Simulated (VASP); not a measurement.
# PbS (P1) in VASP: single point with PBE

Aim: the single point of PbS with PBE.

Everything below comes from runs of VASP 6.6.1. Logs are shortened: lines on timing, memory, paths and dates and some standing lists are left out, and cuts for length are marked.

### Step 1. The cell of the first run

The typed cell holds 16 atoms: a = 8.402 Å, b = 8.402 Å, c = 8.402 Å, α = 60.00°, β = 60.00°, γ = 60.00°.

### Step 2. Single point, PBE

INCAR

```
ALGO = Normal ; EDIFF = 1E-7
ENCUT = 520 ; GGA = PE
ISIF = 2 ; ISMEAR = -1
LASPH = T ; LCHARG = F
LREAL = Auto ; LWAVE = F
NBANDS = 94 ; NELM = 80
PREC = Accurate ; SIGMA = 0.052
```

KPOINTS

```
k-points
0
Gamma
  2 2 2
```

POSCAR

```
PbS
1.0
    0.0000000000      5.9411366537      5.9411366537
    5.9411366537      0.0000000000      5.9411366537
    5.9411366537      5.9411366537      0.0000000000
Pb S
8 8
Direct
   -0.0050351476     -0.0004740675      0.0016549863
    0.0052038022     -0.0049895334      0.4936012536
    0.0006141081      0.4935847584      0.0020959794
    0.0094803408      0.5014161723      0.4903060087
    0.5129897152      0.0167865184     -0.0012127309
    0.4715202937      0.0136037100      0.5070296604
    0.4946683053      0.4867674603     -0.0002257144
    0.5072993058      0.4728439462      0.5082772331
    0.2620185481      0.2683528579      0.2063595018
    0.2549621543      0.2665420933      0.7529488481
    0.2443214295      0.7607928017      0.2726069260
    0.2408714163      0.7597492303      0.7817034468
    0.7598316220      0.2771007630      0.2580454868
    0.7605765131      0.2581534628      0.7565400801
    0.7483089111      0.7718170389      0.2452762131
    0.7501743790      0.7697304012      0.7166508276
```

Potentials or basis: VASP PAW PBE potentials, release 64 (Pb_d, S).

The run is started by

```
$ cat potpaw_PBE.64/Pb_d/POTCAR potpaw_PBE.64/S/POTCAR > POTCAR
$ mpirun -np 1 vasp_std > vasp.out
```

OUTCAR:

```text
EDIFF = 1E-7
   ENCUT = 520
   GGA = PE
   ISIF = 2
   ISMEAR = -1
   LASPH = T
   LREAL = Auto
   NELM = 80
   PREC = Accurate

 ion  position               nearest neighbor table
   1  0.995  1.000  0.002-  12 2.74  15 2.82  14 2.85  11 3.10  10 3.13  13 3.18   5 3.99   6 4.08

   2  0.005  0.995  0.494-  11 2.71  16 2.86  13 2.88  12 3.13  14 3.13   9 3.16   6 4.06   8 4.10

   3  0.001  0.494  0.002-  13 2.73   9 2.78  10 2.83  12 3.02  15 3.10  16 3.19   7 4.11
   4  0.009  0.501  0.490-  14 2.93  16 2.95  11 2.95  15 3.01  10 3.02   9 3.08   6 3.99   7 4.10

   5  0.513  0.017  0.999-   9 2.74  15 2.86  14 2.91  10 2.99  11 3.12  16 3.16   7 3.88   8 3.99
                             1 3.99   6 4.09
   6  0.472  0.014  0.507-  12 2.89  16 2.92  10 2.98  15 3.00   9 3.06  13 3.29   4 3.99   8 4.02
                             2 4.06   1 4.08   5 4.09   7 4.12
   7  0.495  0.487  1.000-   9 2.69  14 2.82  12 2.82  13 3.14  16 3.20  11 3.25   5 3.88   4 4.10
                             3 4.11   6 4.12   8 4.14
   8  0.507  0.473  0.508-  13 2.67  10 2.73  11 2.98  14 3.00  15 3.22  12 3.33   5 3.99   6 4.02
                             2 4.10   7 4.14
   9  0.262  0.268  0.206-   7 2.69   5 2.74   3 2.78   6 3.06   4 3.08   2 3.16
  10  0.255  0.267  0.753-   8 2.73   3 2.83   6 2.98   5 2.99   4 3.02   1 3.13
  11  0.244  0.761  0.273-   2 2.71   4 2.95   8 2.98   1 3.10   5 3.12   7 3.25
  12  0.241  0.760  0.782-   1 2.74   7 2.82   6 2.89   3 3.02   2 3.13   8 3.33
  13  0.760  0.277  0.258-   8 2.67   3 2.73   2 2.88   7 3.14   1 3.18   6 3.29
  14  0.761  0.258  0.757-   7 2.82   1 2.85   5 2.91   4 2.93   8 3.00   2 3.13
  15  0.748  0.772  0.245-   1 2.82   5 2.86   6 3.00   4 3.01   3 3.10   8 3.22
  16  0.750  0.770  0.717-   2 2.86   6 2.92   4 2.95   5 3.16   3 3.19   7 3.20

  LATTYP: Found a face centered cubic cell.
 ALAT       =    11.8822733074

  Lattice vectors:

 A1 = (   0.0000000000,   5.9411366537,   5.9411366537)
 A2 = (   5.9411366537,   0.0000000000,   5.9411366537)
 A3 = (   5.9411366537,   5.9411366537,   0.0000000000)

Analysis of symmetry for initial positions (statically):
=====================================================================
 Subroutine PRICEL returns:
 Original cell was already a primitive cell.

 Routine SETGRP: Setting up the symmetry group for a
 face centered cubic supercell.

 Subroutine GETGRP returns: Found  1 space group operations
 (whereof  1 operations were pure point group operations)
 out of a pool of 48 trial point group operations.

The static configuration has the point symmetry C_1 .

Analysis of symmetry for dynamics (positions and initial velocities):
=====================================================================
 Subroutine PRICEL returns:
 Original cell was already a primitive cell.

 Routine SETGRP: Setting up the symmetry group for a
 face centered cubic supercell.

 Subroutine GETGRP returns: Found  1 space group operations
 (whereof  1 operations were pure point group operations)
 out of a pool of 48 trial point group operations.

The dynamic configuration has the point symmetry C_1 .

 Subroutine INISYM returns: Found  1 space group operations
 (whereof  1 operations are pure point group operations),
 and found     1 'primitive' translations

----------------------------------------------------------------------------------------

                                     Primitive cell

  volume of cell :     419.4098

  direct lattice vectors                    reciprocal lattice vectors
     0.000000000  5.941136654  5.941136654    -0.084158980  0.084158980  0.084158980
     5.941136654  0.000000000  5.941136654     0.084158980 -0.084158980  0.084158980
     5.941136654  5.941136654  0.000000000     0.084158980  0.084158980 -0.084158980

  length of vectors
     8.402036032  8.402036032  8.402036032     0.145767629  0.145767629  0.145767629

  position of ions in fractional coordinates (direct lattice)
     0.994964852  0.999525932  0.001654986
     0.005203802  0.995010467  0.493601254
     0.000614108  0.493584758  0.002095979
     0.009480341  0.501416172  0.490306009
     0.512989715  0.016786518  0.998787269
     0.471520294  0.013603710  0.507029660
[... 8 lines left out ...]
     0.748308911  0.771817039  0.245276213
     0.750174379  0.769730401  0.716650828

  ion indices of the primitive-cell ions
   primitive index   ion index
                 1           1
                 2           2
                 3           3
                 4           4
                 5           5
                 6           6
[... 8 lines left out ...]
                15          15
                16          16

----------------------------------------------------------------------------------------

 KPOINTS: k-points

Automatic generation of k-mesh.
 Grid dimensions read from file:
 generate k-points for:    2    2    2

 Generating k-lattice:

  Cartesian coordinates                     Fractional coordinates (reciprocal lattice)
    -0.042079490  0.042079490  0.042079490     0.500000000  0.000000000  0.000000000
     0.042079490 -0.042079490  0.042079490     0.000000000  0.500000000  0.000000000
     0.042079490  0.042079490 -0.042079490     0.000000000  0.000000000  0.500000000

  Length of vectors
     0.072883815  0.072883815  0.072883815

  Shift w.r.t. Gamma in fractional coordinates (k-lattice)
     0.000000000  0.000000000  0.000000000

 Subroutine IBZKPT returns following result:
 ===========================================

 Found      8 irreducible k-points:

 Following reciprocal coordinates:
            Coordinates               Weight
  0.000000  0.000000  0.000000      1.000000
  0.500000  0.000000  0.000000      1.000000
  0.000000  0.500000  0.000000      1.000000
  0.000000  0.000000  0.500000      1.000000
  0.500000  0.500000  0.500000      1.000000
  0.500000  0.500000  0.000000      1.000000
  0.000000  0.500000  0.500000      1.000000
  0.500000  0.000000  0.500000      1.000000
   k-points           NKPTS =      8   k-points in BZ     NKDIM =      8   number of bands    NBANDS=     94
   number of dos      NEDOS =    301   number of ions     NIONS =     16
   total plane-waves  NPLWV = 262144
   dimension x,y,z NGX =    64 NGY =   64 NGZ =   64
   dimension x,y,z NGXF=   128 NGYF=  128 NGZF=  128
   ions per type =               8   8
   NGX,Y,Z   is equivalent  to a cutoff of  12.66, 12.66, 12.66 a.u.
   NGXF,Y,Z  is equivalent  to a cutoff of  25.33, 25.33, 25.33 a.u.
 SYSTEM =  unknown system
   PREC   = accura    normal or accurate (medium, high low for compatibility)
   ISTART =      0    job   : 0-new  1-cont  2-samecut
   ICHARG =      2    charge: 1-file 2-atom 10-const
   ISPIN  =      1    spin polarized calculation?
   LNONCOLLINEAR =      F non collinear calculations
   LSORBIT =      F    spin-orbit coupling
   LASPH  =      T    aspherical Exc in radial PAW
   ENCUT  =  520.0 eV  38.22 Ry    6.18 a.u.  15.62 15.62 15.62*2*pi/ulx,y,z
   NELM   =     80;   NELMIN=  2; NELMDL= -5     # of ELM steps
   EDIFF  = 0.1E-06   stopping-criterion for ELM
   LREAL  =      T    real-space projection
   EDIFFG = 0.1E-05   stopping-criterion for IOM
   NSW    =      0    number of steps for IOM
   IBRION =     -1    ionic relax: 0-MD 1-quasi-New 2-CG
   NFREE  =      0    steps in history (QN), initial steepest desc. (CG)
   ISIF   =      2    stress and relaxation
   ISYM   =      2    0-nonsym 1-usesym 2-fastsym
   POTIM  = 0.5000    time-step for ionic-motion
   TEBEG  =    0.0;   TEEND  =   0.0 temperature during run
   PSTRESS=    0.0 pullay stress
   NELECT =     160.0000    total number of electrons
   NUPDOWN=      -1.0000    fix difference up-down
   EMIN   =  10.00;   EMAX   =-10.00  energy-range for DOS
   EFERMI =   0.00;   METHOD = LEGACY
   ISMEAR =    -1;   SIGMA  =   0.05  broadening in eV -4-tet -1-fermi 0-gaus
   EFERMI_NEDOS =   21; number of points for ismear=-14 and -15
   IALGO  =     38    algorithm
   IMIX   =      4    mixing-type and parameters
     AMIX     =   0.40;   BMIX     =  1.00
     AMIX_MAG =   1.60;   BMIX_MAG =  1.00
  volume/ion in A,a.u.               =      26.21       176.89
  Fermi-wavevector in a.u.,A,eV,Ry     =   1.187322  2.243714 19.180598  1.409734
  Thomas-Fermi vector in A             =   2.323476
   LORBIT       =      0    0 simple, 1 ext, 2 COOP (PROOUT), +10 PAW based schemes
   GGA     = PE    functional components
   LHFCALC =     F    Hartree Fock is set to
   AEXX    =    0.0000 exact exchange contribution
   IVDW    =     0    specifies the selected vdW correction
   LEPSILON=     F    determine dielectric tensor
   LRPA    =     F    only Hartree local field effects (RPA)
 non-spin polarized calculation
  energy-cutoff  :      520.00
  volume of cell :      419.41
 maximum number of plane-waves:     11311
 NGX is ok and might be reduce to    64
   NGX = 31   NGY = 31   NGZ = 31

 number of electron     160.0000002 magnetization

 Free energy of the ion-electron system (eV)
  ---------------------------------------------------
  ext. energy  EPLUGINS =         0.00000000
  ---------------------------------------------------
  free energy    TOTEN  =       -69.40111346 eV

  energy without entropy =      -69.39902184  energy(sigma->0) =      -69.40006765

 E-fermi :   5.9517     XC(G=0):  -9.6427

 val. band max:        5.7255966374   @ k =   0.0000   0.0000   0.0000
 cond. band min:       6.1796494069   @ k =   0.0000   0.0000   0.0000
 fundamental gap:      0.4540527694
 Fermi energy:         5.9516605525

 k-point     1 :       0.0000    0.0000    0.0000
  band No.  band energies     occupation
      1     -11.2605      2.00000
      2     -11.2445      2.00000
      3     -11.2117      2.00000
      4     -11.1827      2.00000
      5     -11.1776      2.00000
      6     -11.1764      2.00000
[... 84 lines left out ...]
     91       8.0123      0.00000
     92       8.1601      0.00000

 k-point     2 :       0.5000    0.0000    0.0000
  band No.  band energies     occupation
      1     -11.2266      2.00000
      2     -11.2189      2.00000
      3     -11.1886      2.00000
      4     -11.1834      2.00000
      5     -11.1777      2.00000
      6     -11.1726      2.00000
[... 654 lines left out ...]
     91       8.5619      0.00000
     92       8.6958      0.00000
 [bands above 92 left out]

------------------------ aborting loop because EDIFF is reached ----------------------------------------

  FORCE on cell =-STRESS in cart. coord.  units (eV):
  Direction    XX          YY          ZZ          XY          YZ          ZX
  --------------------------------------------------------------------------------------
  -------------------------------------------------------------------------------------
  Total        9.7180344      6.2867038      8.9596657      0.7190020     -0.2058154     -0.2274175
  in kB       37.1236262     24.0156841     34.2266004      2.7466420     -0.7862304     -0.8687522
  external PRESSURE =      31.7886369 kB  Pullay stress =       0.0000000 kB

 VOLUME and BASIS-vectors are now :
 -----------------------------------------------------------------------------
  energy-cutoff  :      520.00
  volume of cell :      419.41
      direct lattice vectors                 reciprocal lattice vectors
     0.000000000  5.941136654  5.941136654    -0.084158980  0.084158980  0.084158980
     5.941136654  0.000000000  5.941136654     0.084158980 -0.084158980  0.084158980
     5.941136654  5.941136654  0.000000000     0.084158980  0.084158980 -0.084158980

 POSITION                                       TOTAL-FORCE (eV/Angst)
 -----------------------------------------------------------------------------------
      5.94815      5.92105     11.84954         0.207819      0.412488     -0.038147
      8.84405      2.96347      5.94241         0.117670      0.083370     -0.346871
      2.94491      0.01610      2.93610         0.264941     -0.663685      0.281304
      5.89196      2.96930      3.03531         0.490766     -0.173918      0.139689
      6.03366      8.98167      3.14747        -0.853258      0.025461     -0.572213
      3.09315      5.81370      2.88219        -0.360148      0.629477     -0.106681
[... 8 lines left out ...]
      6.04269      5.90302      9.03128         0.144756      0.229595     -0.048459
      8.83079      8.71461      9.02996        -0.013462      0.024149      0.079028
 -----------------------------------------------------------------------------------
    total drift:                               -0.004256     -0.010621     -0.005888

  FREE ENERGIE OF THE ION-ELECTRON SYSTEM (eV)
  ---------------------------------------------------
  free  energy   TOTEN  =       -69.4011134574 eV

  energy  without entropy=      -69.3990218450  energy(sigma->0) =      -69.40006765
```

It took 21 min on 1 thread of Intel Xeon 8259CL, shared host; peak memory 0.65 GiB.

What came out:

* Free energy: -69.4011 eV
* Pressure: 3.2 GPa
* Largest force: 1.062 eV/Å
* Band gap on the k mesh: 0.45 eV

Forces on the atoms (eV/Å):
```
Pb   0.208  0.412 -0.038
Pb   0.118  0.083 -0.347
Pb   0.265 -0.664  0.281
Pb   0.491 -0.174  0.140
Pb  -0.853  0.025 -0.572
Pb  -0.360  0.629 -0.107
Pb   0.361  0.111  0.993
Pb   0.645 -0.289  0.594
S    0.519  0.310 -0.551
S   -0.229 -0.194 -0.318
S   -0.505 -0.043  0.159
S   -0.359 -0.218  0.429
S   -0.509 -0.053 -0.644
S    0.078 -0.191 -0.050
S    0.145  0.230 -0.048
S   -0.013  0.024  0.079
```

Caveat: the k points lie up to 0.46 Å⁻¹ apart; spin-orbit coupling is left out, which moves the levels of the heavy elements; forces of over 1 eV/Å act on the atoms, so gaps and moduli don't describe the material at rest.
